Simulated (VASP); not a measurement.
# Zn8O7 (P1) in VASP: notebook

The runs below take Zn8O7 through single point, with PBE, HSE06.

Everything below comes from runs of VASP 6.6.1. Logs are shortened: lines on timing, memory, paths and dates and some standing lists are left out, and cuts for length are marked.

### 1 The cell of the first run

The typed cell holds 15 atoms: a = 6.500 Å, b = 6.500 Å, c = 5.210 Å, α = 90.00°, β = 90.00°, γ = 120.00°.

### 2 Single point, PBE

File INCAR:

```
SYSTEM = Zn8O7
PREC = Accurate ; ENCUT = 520
EDIFF = 1E-6 ; ISMEAR = -1
SIGMA = 0.01 ; LREAL = Auto
LASPH = .TRUE. ; NELM = 60
ALGO = Normal ; ISIF = 2
LWAVE = .FALSE. ; LCHARG = .FALSE.
GGA = PE ; NBANDS = 82
```

File KPOINTS:

```
Automatic mesh
0
G
  1 1 1
  0 0 0
```

File POSCAR:

```
Zn8O7
1.0
    6.5000000000      0.0000000000      0.0000000000
   -3.2500000000      5.6291650000      0.0000000000
    0.0000000000      0.0000000000      5.2100000000
Zn O
8 7
Direct
    0.1688170000      0.3281690000      0.9879840000
    0.3344130000      0.1666180000      0.5074110000
    0.1613600000      0.8301880000      0.9996130000
    0.3415310000      0.6719490000      0.4960330000
    0.6659360000      0.3336650000      0.9977830000
    0.8288470000      0.1636400000      0.5084010000
    0.6521440000      0.8328440000      0.9955400000
    0.8348080000      0.6727360000      0.4911140000
    0.1665360000      0.3354020000      0.3816010000
    0.3288960000      0.1666630000      0.8774930000
    0.3233540000      0.6643940000      0.8766400000
    0.6700560000      0.3379320000      0.3875520000
    0.8370460000      0.1731250000      0.8881830000
    0.6639420000      0.8297880000      0.3878660000
    0.8272680000      0.6693350000      0.8823540000
```

Potentials or basis: VASP PAW PBE potentials, release 64 (Zn, O).

Started as:

```console
$ cat potpaw_PBE.64/Zn/POTCAR potpaw_PBE.64/O/POTCAR > POTCAR
$ mpirun -np 1 vasp_gam > vasp.out
```

OUTCAR:

```text
SYSTEM = Zn8O7
   PREC = Accurate
   ENCUT = 520
   EDIFF = 1E-6
   ISMEAR = -1
   LREAL = Auto
   LASPH = .TRUE.
   NELM = 60
   ISIF = 2
   GGA = PE

 ion  position               nearest neighbor table
   1  0.169  0.328  0.988-  10 1.90  13 1.94  11 1.98   9 2.05
   2  0.334  0.167  0.507-  10 1.93  12 1.99   9 2.01
   3  0.161  0.830  1.000-  11 1.95  15 1.98  10 2.00
   4  0.342  0.672  0.496-  14 1.90  11 1.99   9 1.99
   5  0.666  0.334  0.998-  13 1.95  15 1.98  10 2.00  12 2.03
   6  0.829  0.164  0.508-  12 1.98  13 1.98  14 1.98   9 2.01
   7  0.652  0.833  0.996-  11 1.95  15 2.00  13 2.00  14 2.05
   8  0.835  0.673  0.491-  14 1.92  12 1.96  15 2.04
   9  0.167  0.335  0.382-   4 1.99   2 2.01   6 2.01   1 2.05
  10  0.329  0.167  0.877-   1 1.90   2 1.93   3 2.00   5 2.00
  11  0.323  0.664  0.877-   7 1.95   3 1.95   1 1.98   4 1.99
  12  0.670  0.338  0.388-   8 1.96   6 1.98   2 1.99   5 2.03
  13  0.837  0.173  0.888-   1 1.94   5 1.95   6 1.98   7 2.00
  14  0.664  0.830  0.388-   4 1.90   8 1.92   6 1.98   7 2.05
  15  0.827  0.669  0.882-   3 1.98   5 1.98   7 2.00   8 2.04

  LATTYP: Found a hexagonal cell.
 ALAT       =     6.5000000000
 C/A-ratio  =     0.8015384615

  Lattice vectors:

 A1 = (   6.5000000000,   0.0000000000,   0.0000000000)
 A2 = (  -3.2500000000,   5.6291650000,   0.0000000000)
 A3 = (   0.0000000000,   0.0000000000,   5.2100000000)

Analysis of symmetry for initial positions (statically):
=====================================================================
 Subroutine PRICEL returns:
 Original cell was already a primitive cell.

 Routine SETGRP: Setting up the symmetry group for a
 hexagonal supercell.

 Subroutine GETGRP returns: Found  1 space group operations
 (whereof  1 operations were pure point group operations)
 out of a pool of 24 trial point group operations.

The static configuration has the point symmetry C_1 .

Analysis of symmetry for dynamics (positions and initial velocities):
=====================================================================
 Subroutine PRICEL returns:
 Original cell was already a primitive cell.

 Routine SETGRP: Setting up the symmetry group for a
 hexagonal supercell.

 Subroutine GETGRP returns: Found  1 space group operations
 (whereof  1 operations were pure point group operations)
 out of a pool of 24 trial point group operations.

The dynamic configuration has the point symmetry C_1 .

 Subroutine INISYM returns: Found  1 space group operations
 (whereof  1 operations are pure point group operations),
 and found     1 'primitive' translations

----------------------------------------------------------------------------------------

                                     Primitive cell

  volume of cell :     190.6317

  direct lattice vectors                    reciprocal lattice vectors
     6.500000000  0.000000000  0.000000000     0.153846154  0.088823120  0.000000000
    -3.250000000  5.629165000  0.000000000     0.000000000  0.177646241  0.000000000
     0.000000000  0.000000000  5.210000000     0.000000000  0.000000000  0.191938580

  length of vectors
     6.500000000  6.499999892  5.210000000     0.177646238  0.177646241  0.191938580

  position of ions in fractional coordinates (direct lattice)
     0.168817000  0.328169000  0.987984000
     0.334413000  0.166618000  0.507411000
     0.161360000  0.830188000  0.999613000
     0.341531000  0.671949000  0.496033000
     0.665936000  0.333665000  0.997783000
     0.828847000  0.163640000  0.508401000
     0.652144000  0.832844000  0.995540000
     0.834808000  0.672736000  0.491114000
     0.166536000  0.335402000  0.381601000
     0.328896000  0.166663000  0.877493000
     0.323354000  0.664394000  0.876640000
     0.670056000  0.337932000  0.387552000
     0.837046000  0.173125000  0.888183000
     0.663942000  0.829788000  0.387866000
     0.827268000  0.669335000  0.882354000

  ion indices of the primitive-cell ions
   primitive index   ion index
                 1           1
                 2           2
                 3           3
                 4           4
                 5           5
                 6           6
                 7           7
                 8           8
                 9           9
                10          10
                11          11
                12          12
                13          13
                14          14
                15          15

----------------------------------------------------------------------------------------

 KPOINTS: Automatic mesh

Automatic generation of k-mesh.
 Grid dimensions read from file:
 generate k-points for:    1    1    1

 Generating k-lattice:

  Cartesian coordinates                     Fractional coordinates (reciprocal lattice)
     0.153846154  0.088823120  0.000000000     1.000000000  0.000000000  0.000000000
     0.000000000  0.177646241  0.000000000     0.000000000  1.000000000  0.000000000
     0.000000000  0.000000000  0.191938580     0.000000000  0.000000000  1.000000000

  Length of vectors
     0.177646238  0.177646241  0.191938580

  Shift w.r.t. Gamma in fractional coordinates (k-lattice)
     0.000000000  0.000000000  0.000000000

 Subroutine IBZKPT returns following result:
 ===========================================

 Found      1 irreducible k-points:

 Following reciprocal coordinates:
            Coordinates               Weight
  0.000000  0.000000  0.000000      1.000000
   k-points           NKPTS =      1   k-points in BZ     NKDIM =      1   number of bands    NBANDS=     82
   number of dos      NEDOS =    301   number of ions     NIONS =     15
   total plane-waves  NPLWV =  92160
   dimension x,y,z NGX =    48 NGY =   48 NGZ =   40
   dimension x,y,z NGXF=    96 NGYF=   96 NGZF=   80
   ions per type =               8   7
   NGX,Y,Z   is equivalent  to a cutoff of  12.28, 12.28, 12.76 a.u.
   NGXF,Y,Z  is equivalent  to a cutoff of  24.55, 24.55, 25.53 a.u.
 SYSTEM =  Zn8O7
   PREC   = accura    normal or accurate (medium, high low for compatibility)
   ISTART =      0    job   : 0-new  1-cont  2-samecut
   ICHARG =      2    charge: 1-file 2-atom 10-const
   ISPIN  =      1    spin polarized calculation?
   LNONCOLLINEAR =      F non collinear calculations
   LSORBIT =      F    spin-orbit coupling
   LASPH  =      T    aspherical Exc in radial PAW
   ENCUT  =  520.0 eV  38.22 Ry    6.18 a.u.  12.09 12.09  9.69*2*pi/ulx,y,z
   NELM   =     60;   NELMIN=  2; NELMDL= -5     # of ELM steps
   EDIFF  = 0.1E-05   stopping-criterion for ELM
   LREAL  =      T    real-space projection
   EDIFFG = 0.1E-04   stopping-criterion for IOM
   NSW    =      0    number of steps for IOM
   IBRION =     -1    ionic relax: 0-MD 1-quasi-New 2-CG
   NFREE  =      0    steps in history (QN), initial steepest desc. (CG)
   ISIF   =      2    stress and relaxation
   ISYM   =      2    0-nonsym 1-usesym 2-fastsym
   POTIM  = 0.5000    time-step for ionic-motion
   TEBEG  =    0.0;   TEEND  =   0.0 temperature during run
   PSTRESS=    0.0 pullay stress
   NELECT =     138.0000    total number of electrons
   NUPDOWN=      -1.0000    fix difference up-down
   EMIN   =  10.00;   EMAX   =-10.00  energy-range for DOS
   EFERMI =   0.00;   METHOD = LEGACY
   ISMEAR =    -1;   SIGMA  =   0.01  broadening in eV -4-tet -1-fermi 0-gaus
   EFERMI_NEDOS =   21; number of points for ismear=-14 and -15
   IALGO  =     38    algorithm
   IMIX   =      4    mixing-type and parameters
     AMIX     =   0.40;   BMIX     =  1.00
     AMIX_MAG =   1.60;   BMIX_MAG =  1.00
  volume/ion in A,a.u.               =      12.71        85.76
  Fermi-wavevector in a.u.,A,eV,Ry     =   1.469951  2.777804 29.398867  2.160756
  Thomas-Fermi vector in A             =   2.585266
   LORBIT       =      0    0 simple, 1 ext, 2 COOP (PROOUT), +10 PAW based schemes
   GGA     = PE    functional components
   LHFCALC =     F    Hartree Fock is set to
   AEXX    =    0.0000 exact exchange contribution
   IVDW    =     0    specifies the selected vdW correction
   LEPSILON=     F    determine dielectric tensor
   LRPA    =     F    only Hartree local field effects (RPA)
 non-spin polarized calculation
  energy-cutoff  :      520.00
  volume of cell :      190.63
 maximum number of plane-waves:      2560
   NGX = 25   NGY = 25   NGZ = 19

 number of electron     138.0000013 magnetization

 Free energy of the ion-electron system (eV)
  ---------------------------------------------------
  ext. energy  EPLUGINS =         0.00000000
  ---------------------------------------------------
  free energy    TOTEN  =       -63.23615333 eV

  energy without entropy =      -63.23615333  energy(sigma->0) =      -63.23615333

 E-fermi :   1.1407     XC(G=0): -10.7269

 val. band max:        0.8148118753   @ k =   0.0000   0.0000   0.0000
 cond. band min:       3.8625072372   @ k =   0.0000   0.0000   0.0000
 fundamental gap:      3.0476953619
 Fermi energy:         1.1406594687

 k-point     1 :       0.0000    0.0000    0.0000
  band No.  band energies     occupation
      1     -17.0201      2.00000
      2     -16.6349      2.00000
      3     -16.4233      2.00000
      4     -16.2959      2.00000
      5     -16.1260      2.00000
      6     -16.1172      2.00000
[... 73 lines left out ...]
     80       8.6782      0.00000
     81       8.7513      0.00000
 [bands above 81 left out]

------------------------ aborting loop because EDIFF is reached ----------------------------------------

  FORCE on cell =-STRESS in cart. coord.  units (eV):
  Direction    XX          YY          ZZ          XY          YZ          ZX
  --------------------------------------------------------------------------------------
  -------------------------------------------------------------------------------------
  Total        9.0839703      6.9633937     -4.3042264     -0.4731688      0.3217176     -0.2867340
  in kB       76.3468690     58.5243328    -36.1751738     -3.9767804      2.7038983     -2.4098763
  external PRESSURE =      32.8986760 kB  Pullay stress =       0.0000000 kB

 VOLUME and BASIS-vectors are now :
 -----------------------------------------------------------------------------
  energy-cutoff  :      520.00
  volume of cell :      190.63
      direct lattice vectors                 reciprocal lattice vectors
     6.500000000  0.000000000  0.000000000     0.153846154  0.088823120  0.000000000
    -3.250000000  5.629165000  0.000000000     0.000000000  0.177646241  0.000000000
     0.000000000  0.000000000  5.210000000     0.000000000  0.000000000  0.191938580

 POSITION                                       TOTAL-FORCE (eV/Angst)
 -----------------------------------------------------------------------------------
      0.03076      1.84732      5.14740        -0.586430      0.398672      0.829621
      1.63218      0.93792      2.64361        -0.187348     -0.359289     -0.923054
     -1.64927      4.67327      5.20798        -0.276660      0.059289      0.795535
      0.03612      3.78251      2.58433        -1.239769     -0.373253     -0.141904
      3.24417      1.87826      5.19845        -0.011048      0.152298      0.303495
      4.85568      0.92116      2.64877         0.298959      0.381773     -0.131113
      1.53219      4.68822      5.18676         0.537559      0.265643      0.249636
      3.23986      3.78694      2.55870         0.848747      0.036245      0.230939
     -0.00757      1.88803      1.98814         0.250721     -0.060558     -0.055703
      1.59617      0.93817      4.57174         0.804785     -0.923908      0.116080
     -0.05748      3.73998      4.56729        -0.276487      0.372815     -0.202079
      3.25709      1.90227      2.01915        -0.290026     -0.108166     -0.190229
      4.87814      0.97455      4.62743        -0.317395     -0.583031     -0.047019
      1.61881      4.67101      2.02078         0.042057      0.436577     -0.515573
      3.20190      3.76780      4.59706         0.402334      0.304893     -0.318633
 -----------------------------------------------------------------------------------
    total drift:                                0.008126     -0.002655     -0.009893

  FREE ENERGIE OF THE ION-ELECTRON SYSTEM (eV)
  ---------------------------------------------------
  free  energy   TOTEN  =       -63.2361533311 eV

  energy  without entropy=      -63.2361533311  energy(sigma->0) =      -63.23615333
```

Wall time 27 s (1 thread of AMD EPYC 9R45 (Zen 5), shared host); peak memory 0.24 GiB.

Results:

- Free energy: -63.2362 eV
- Pressure: 3.3 GPa
- Largest force: 1.302 eV/Å
- Band gap on the k mesh: 3.05 eV

Forces in eV/Å, atoms in the order of the input:
```
Zn  -0.586  0.399  0.830
Zn  -0.187 -0.359 -0.923
Zn  -0.277  0.059  0.796
Zn  -1.240 -0.373 -0.142
Zn  -0.011  0.152  0.303
Zn   0.299  0.382 -0.131
Zn   0.538  0.266  0.250
Zn   0.849  0.036  0.231
O    0.251 -0.061 -0.056
O    0.805 -0.924  0.116
O   -0.276  0.373 -0.202
O   -0.290 -0.108 -0.190
O   -0.317 -0.583 -0.047
O    0.042  0.437 -0.516
O    0.402  0.305 -0.319
```

Caveat: the k points lie up to 1.21 Å⁻¹ apart; forces of over 1 eV/Å act on the atoms, so gaps and moduli don't describe the material at rest. A k mesh can miss the band edges.

### 3 Single point, HSE06

POSCAR is that of step 2.

File INCAR.step1:

```
  ALGO = Normal
  EDIFF = 1E-5
  ENCUT = 520
  GGA = PE
  ISIF = 2
  ISMEAR = -1
  LASPH = T
  LCHARG = F
  LREAL = Auto
  LWAVE = T
  NBANDS = 82
  NELM = 80
  PREC = Accurate
  SIGMA = 0.01
```

File INCAR.step2:

```
  ALGO = Normal
  EDIFF = 1E-7
  ENCUT = 520
  GGA = PE
  HFSCREEN = 0.2079
  ISIF = 2
  ISMEAR = -1
  ISTART = 1
  LASPH = T
  LCHARG = F
  LHFCALC = T
  LREAL = Auto
  LWAVE = F
  NBANDS = 82
  NELM = 80
  PREC = Accurate
  PRECFOCK = Fast
  SIGMA = 0.01
```

File KPOINTS:

```
k-points
0
Gamma
  1 1 1
```

Potentials or basis: VASP PAW PBE potentials, release 64 (Zn, O).

Started as:

```console
$ cat potpaw_PBE.64/Zn/POTCAR potpaw_PBE.64/O/POTCAR > POTCAR
$ cp INCAR.step1 INCAR
$ mpirun -np 1 vasp_gam > vasp.out
$ cp INCAR.step2 INCAR
$ mpirun -np 1 vasp_gam > vasp.out
```

OUTCAR:

```text
EDIFF = 1E-7
   ENCUT = 520
   GGA = PE
   HFSCREEN = 0.2079
   ISIF = 2
   ISMEAR = -1
   ISTART = 1
   LASPH = T
   LHFCALC = T
   LREAL = Auto
   NELM = 80
   PREC = Accurate
   PRECFOCK = Fast

 ion  position               nearest neighbor table
   1  0.169  0.328  0.988-  10 1.90  13 1.94  11 1.98   9 2.05
   2  0.334  0.167  0.507-  10 1.93  12 1.99   9 2.01
   3  0.161  0.830  1.000-  11 1.95  15 1.98  10 2.00
   4  0.342  0.672  0.496-  14 1.90  11 1.99   9 1.99
   5  0.666  0.334  0.998-  13 1.95  15 1.98  10 2.00  12 2.03
   6  0.829  0.164  0.508-  12 1.98  13 1.98  14 1.98   9 2.01
   7  0.652  0.833  0.996-  11 1.95  15 2.00  13 2.00  14 2.05
   8  0.835  0.673  0.491-  14 1.92  12 1.96  15 2.04
   9  0.167  0.335  0.382-   4 1.99   2 2.01   6 2.01   1 2.05
  10  0.329  0.167  0.877-   1 1.90   2 1.93   3 2.00   5 2.00
  11  0.323  0.664  0.877-   7 1.95   3 1.95   1 1.98   4 1.99
[... 290 lines left out ...]
------------------------ aborting loop because EDIFF is reached ----------------------------------------

  FORCE on cell =-STRESS in cart. coord.  units (eV):
  Direction    XX          YY          ZZ          XY          YZ          ZX
  --------------------------------------------------------------------------------------
  -------------------------------------------------------------------------------------
  Total        2.8767821      0.7752598    -10.0120300     -0.4631339      0.3226322     -0.2847214
  in kB       24.1781177      6.5157254    -84.1468121     -3.8924419      2.7115849     -2.3929612
  external PRESSURE =     -17.8176563 kB  Pullay stress =       0.0000000 kB

 VOLUME and BASIS-vectors are now :
 -----------------------------------------------------------------------------
  energy-cutoff  :      520.00
  volume of cell :      190.63
      direct lattice vectors                 reciprocal lattice vectors
     6.500000000  0.000000000  0.000000000     0.153846154  0.088823120  0.000000000
    -3.250000000  5.629165000  0.000000000     0.000000000  0.177646241  0.000000000
     0.000000000  0.000000000  5.210000000     0.000000000  0.000000000  0.191938580

 POSITION                                       TOTAL-FORCE (eV/Angst)
 -----------------------------------------------------------------------------------
      0.03076      1.84732      5.14740        -0.605490      0.405571      0.801308
      1.63218      0.93792      2.64361        -0.197335     -0.218228     -0.946404
     -1.64927      4.67327      5.20798        -0.285933      0.050916      0.639485
      0.03612      3.78251      2.58433        -1.140591     -0.468728     -0.151161
      3.24417      1.87826      5.19845        -0.014593      0.179684      0.270100
      4.85568      0.92116      2.64877         0.310135      0.411674     -0.207305
      1.53219      4.68822      5.18676         0.575250      0.243035      0.215678
      3.23986      3.78694      2.55870         0.727519     -0.049343      0.233083
     -0.00757      1.88803      1.98814         0.246382     -0.072391      0.015241
      1.59617      0.93817      4.57174         0.813173     -0.895164      0.165876
     -0.05748      3.73998      4.56729        -0.222920      0.398490     -0.137635
      3.25709      1.90227      2.01915        -0.272297     -0.139098     -0.144646
      4.87814      0.97455      4.62743        -0.345202     -0.617415     -0.033646
      1.61881      4.67101      2.02078         0.024304      0.478459     -0.468296
      3.20190      3.76780      4.59706         0.387597      0.292537     -0.251680
 -----------------------------------------------------------------------------------
    total drift:                                0.008828     -0.001520      0.019500

  FREE ENERGIE OF THE ION-ELECTRON SYSTEM (eV)
  ---------------------------------------------------
  free  energy   TOTEN  =       -82.2147855036 eV

  energy  without entropy=      -82.2147855036  energy(sigma->0) =      -82.21478550
```

OUTCAR.step1:

```text
EDIFF = 1E-5
   ENCUT = 520
   GGA = PE
   ISIF = 2
[... 332 lines left out ...]
      3.25709      1.90227      2.01915        -0.290177     -0.108068     -0.190470
      4.87814      0.97455      4.62743        -0.317768     -0.583295     -0.046751
      1.61881      4.67101      2.02078         0.041791      0.436186     -0.515526
      3.20190      3.76780      4.59706         0.402429      0.304881     -0.318369
 -----------------------------------------------------------------------------------
    total drift:                                0.008019     -0.002347     -0.008396

  FREE ENERGIE OF THE ION-ELECTRON SYSTEM (eV)
  ---------------------------------------------------
  free  energy   TOTEN  =       -63.2361533423 eV

  energy  without entropy=      -63.2361533423  energy(sigma->0) =      -63.23615334
```

Wall time 1.9 min (1 thread of AMD EPYC 9R45 (Zen 5), shared host); peak memory 0.37 GiB.

Results:

| Item | Value |
| --- | --- |
| Free energy | -82.2148 eV |
| Pressure | -1.8 GPa |
| Largest force | 1.242 eV/Å |
| Band gap on the k mesh | 5.00 eV |

Forces on the atoms (eV/Å):
```
Zn  -0.605  0.406  0.801
Zn  -0.197 -0.218 -0.946
Zn  -0.286  0.051  0.639
Zn  -1.141 -0.469 -0.151
Zn  -0.015  0.180  0.270
Zn   0.310  0.412 -0.207
Zn   0.575  0.243  0.216
Zn   0.728 -0.049  0.233
O    0.246 -0.072  0.015
O    0.813 -0.895  0.166
O   -0.223  0.398 -0.138
O   -0.272 -0.139 -0.145
O   -0.345 -0.617 -0.034
O    0.024  0.478 -0.468
O    0.388  0.293 -0.252
```

Caveat: the k points lie up to 1.21 Å⁻¹ apart; the PAW data sets were made with another functional, which shifts forces and pressure a little. A k mesh can miss the band edges.
